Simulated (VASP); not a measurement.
# Re (R-3m) in VASP: notebook

Re is run at these levels: LDA; tasks: electric field gradients.

Everything below comes from runs of VASP 6.6.1. Logs are shortened: lines on timing, memory, paths and dates and some standing lists are left out, and cuts for length are marked.

### Step 1. The cell of the first run

Symmetry: R-3m, No. 166, trigonal system. The conventional cell has a = 2.807 Å, b = 2.807 Å, c = 6.773 Å, α = 90.00°, β = 90.00°, γ = 120.00°. Re (site symmetry -3m) has 12 Re at 2.78 to 2.81 Å within 3.7 Å.

This isn't the form of Re at room conditions, which is hcp.

### Step 2. Electric field gradients, LDA (equal xy, yz and zx shear strains of -1 %)

INCAR

```
SYSTEM = Re
ALGO     = Normal         ! electronic algorithm
EDIFF    = 1E-8           ! SCF threshold, eV
ENCUT    = 520            ! plane-wave cutoff, eV
GGA      = CA             ! functional
ISIF     = 2              ! what is computed and relaxed
ISMEAR   = -1             ! smearing method
LASPH    = .TRUE.         ! aspherical terms in the spheres
LCHARG   = .FALSE.        ! write CHGCAR
LEFG     = .TRUE.       
LREAL    = .FALSE.        ! projectors in reciprocal space
LWAVE    = .FALSE.        ! write WAVECAR
NBANDS   = 10             ! bands
NELM     = 60             ! most SCF steps
PREC     = Accurate       ! precision mode
SIGMA    = 0.03           ! smearing width, eV
```

KPOINTS

```
k-points
0
G
  14 14 14
  0 0 0
```

POSCAR

```
Re
1.0
   -0.0197500000      1.9651250000      1.9651250000
    1.9651250000     -0.0197500000      1.9651250000
    1.9651250000      1.9651250000     -0.0197500000
Re
1
Direct
    0.0000000000      0.0000000000      0.0000000000
```

Potentials or basis: VASP PAW LDA potentials, release 64 (Re).

The run is started by

```
> cat potpaw_LDA.64/Re/POTCAR > POTCAR
> mpirun -np 1 vasp_std > vasp.out
```

OUTCAR:

```text
SYSTEM = Re
   EDIFF = 1E-8
   ENCUT = 520
   GGA = CA
   ISIF = 2
   ISMEAR = -1
   LASPH = .TRUE.
   LREAL = .FALSE.
   NELM = 60
   PREC = Accurate

 ion  position               nearest neighbor table
   1  0.000  0.000  0.000-

  LATTYP: Found a trigonal (rhomboedric) cell.
 ALAT       =     2.7791766036
 COS(alpha) =     0.4899250057

  Lattice vectors:

 A1 = (  -0.0197500000,   1.9651250000,   1.9651250000)
 A2 = (   1.9651250000,  -0.0197500000,   1.9651250000)
 A3 = (   1.9651250000,   1.9651250000,  -0.0197500000)

Analysis of symmetry for initial positions (statically):
=====================================================================
 Subroutine PRICEL returns:
 Original cell was already a primitive cell.

 Routine SETGRP: Setting up the symmetry group for a
 trigonal (rhombohedral) supercell.

 Subroutine GETGRP returns: Found 12 space group operations
 (whereof 12 operations were pure point group operations)
 out of a pool of 12 trial point group operations.

The static configuration has the point symmetry D_3d.

Analysis of symmetry for dynamics (positions and initial velocities):
=====================================================================
 Subroutine PRICEL returns:
 Original cell was already a primitive cell.

 Routine SETGRP: Setting up the symmetry group for a
 trigonal (rhombohedral) supercell.

 Subroutine GETGRP returns: Found 12 space group operations
 (whereof 12 operations were pure point group operations)
 out of a pool of 12 trial point group operations.

The dynamic configuration has the point symmetry D_3d.

 Subroutine INISYM returns: Found 12 space group operations
 (whereof 12 operations are pure point group operations),
 and found     1 'primitive' translations

----------------------------------------------------------------------------------------

                                     Primitive cell

  volume of cell :      15.4063

  direct lattice vectors                    reciprocal lattice vectors
    -0.019750000  1.965125000  1.965125000    -0.250632784  0.253177279  0.253177279
     1.965125000 -0.019750000  1.965125000     0.253177279 -0.250632784  0.253177279
[... 117 lines left out ...]
 maximum number of plane-waves:       430
 NGX is ok and might be reduce to    24
   NGX = 11   NGY = 11   NGZ = 11

 number of electron       7.0000000 magnetization

 Free energy of the ion-electron system (eV)
  ---------------------------------------------------
  ext. energy  EPLUGINS =         0.00000000
  ---------------------------------------------------
  free energy    TOTEN  =       -13.61382936 eV

  energy without entropy =      -13.61006419  energy(sigma->0) =      -13.61194677

 E-fermi :   7.5301     XC(G=0): -13.5952

 val. band max:        7.5142009301   @ k =  -0.2857   0.2857   0.0000
 cond. band min:       7.5309028980   @ k =  -0.1429  -0.2857   0.0714
 fundamental gap:      0.0167019678
 Fermi energy:         7.5300536782

 k-point     1 :       0.0000    0.0000    0.0000
  band No.  band energies     occupation
      1      -2.2009      2.00000
      2       5.6325      2.00000
      3       5.6325      2.00000
      4       5.9044      2.00000
      5       8.6864      0.00000
      6       8.6864      0.00000
      7      21.4674      0.00000
      8      26.6763      0.00000
      9      26.6763      0.00000
     10      27.1149      0.00000
[... 287 lines left out ...]
 k-point    24 :       0.2857    0.1429    0.0000
  band No.  band energies     occupation
      1       0.5348      2.00000
      2       4.1454      2.00000
      3       5.9554      2.00000
      4       6.9706      2.00000
      5       8.2543      0.00000
      6       9.7510      0.00000
      7      22.6521      0.00000
      8      25.6894      0.00000
      9      27.9122      0.00000
     10      28.4637      0.00000

 [... further k-points ...]
[... 5 lines left out ...]
  --------------------------------------------------------------------------------------
  -------------------------------------------------------------------------------------
  Total       -2.2175958     -2.2175958     -2.2175958      0.1379023      0.1379023      0.1379023
  in kB     -230.6186109   -230.6186109   -230.6186109     14.3411301     14.3411301     14.3411301
  external PRESSURE =    -230.6186109 kB  Pullay stress =       0.0000000 kB

 VOLUME and BASIS-vectors are now :
 -----------------------------------------------------------------------------
  energy-cutoff  :      520.00
  volume of cell :       15.41
      direct lattice vectors                 reciprocal lattice vectors
    -0.019750000  1.965125000  1.965125000    -0.250632784  0.253177279  0.253177279
     1.965125000 -0.019750000  1.965125000     0.253177279 -0.250632784  0.253177279
     1.965125000  1.965125000 -0.019750000     0.253177279  0.253177279 -0.250632784

 POSITION                                       TOTAL-FORCE (eV/Angst)
 -----------------------------------------------------------------------------------
      0.00000      0.00000      0.00000         0.000000     -0.000000     -0.000000
 -----------------------------------------------------------------------------------
    total drift:                               -0.000000      0.000000     -0.000000

  FREE ENERGIE OF THE ION-ELECTRON SYSTEM (eV)
  ---------------------------------------------------
  free  energy   TOTEN  =       -13.6138293625 eV

  energy  without entropy=      -13.6100641853  energy(sigma->0) =      -13.61194677

 Electric field gradients (V/A^2)
---------------------------------------------------------------------
 ion       V_xx      V_yy      V_zz      V_xy      V_xz      V_yz
---------------------------------------------------------------------
   1      -0.000     0.000    -0.000   -16.901   -16.901   -16.901
---------------------------------------------------------------------

 Electric field gradients after diagonalization (V/A^2)
 (convention: |V_zz| > |V_xx| > |V_yy|)
----------------------------------------------------------------------
 ion       V_xx      V_yy      V_zz     asymmetry (V_yy - V_xx)/ V_zz
----------------------------------------------------------------------
   1      16.901    16.901   -33.802       0.000
----------------------------------------------------------------------

           NMR quadrupolar parameters

 Cq : quadrupolar parameter    Cq=e*Q*V_zz/h
 eta: asymmetry parameters     (V_yy - V_xx)/ V_zz
 Q  : nuclear electric quadrupole moment in mb (millibarn)
----------------------------------------------------------------------
 ion       Cq(MHz)       eta       Q (mb)
----------------------------------------------------------------------
   1      -0.082       0.000       1.000
----------------------------------------------------------------------
```

Run time: 30 s. Hardware: 1 thread of Intel Xeon Platinum 8488C (Sapphire Rapids), shared host; peak memory 0.17 GiB.

What came out:

```
Free energy                             : -13.6138 eV
Pressure                                : -23.1 GPa
Band gap on the k mesh                  : zero (an odd number of electrons rules out a gap without spin polarisation)
Largest electric field gradient by atom : Re -33.8 V/Å²
```

Levels at points of the mesh, in eV from the Fermi level:
| k point | band 1 | band 2 | band 3 | band 4 | band 5 | band 6 | band 7 | band 8 | band 9 |
| --- | --- | --- | --- | --- | --- | --- | --- | --- | --- |
| (0.00, 0.00, 0.00) | -9.73 | -1.90 | -1.90 | -1.63 | 1.16 | 1.16 | 13.94 | 19.15 | 19.15 |
| (0.50, 0.00, 0.00) | -6.53 | -2.12 | -1.84 | 0.23 | 3.42 | 3.63 | 9.26 | 13.48 | 19.47 |
| (0.50, 0.50, 0.00) | -6.42 | -5.59 | 2.74 | 3.47 | 4.25 | 4.26 | 11.80 | 12.15 | 12.23 |
| (0.50, 0.50, 0.50) | -6.50 | -2.06 | -2.06 | 0.44 | 3.61 | 3.61 | 9.55 | 13.31 | 19.43 |

Electric field gradients, principal values (V/Å²):
```csv
atom,least,middle,greatest (by size)
1 Re,16.901,16.901,-33.802
```

Caveat: the cell differs from its parent crystal (equal xy, yz and zx shear strains of -1 %); the cell stands under tension; without QUAD_EFG the Cq values of the log hold for a quadrupole moment of 1 mb, not for the nuclei; spin-orbit coupling is left out, which moves the levels of the heavy elements.

(Continued in part 2 of 2.)
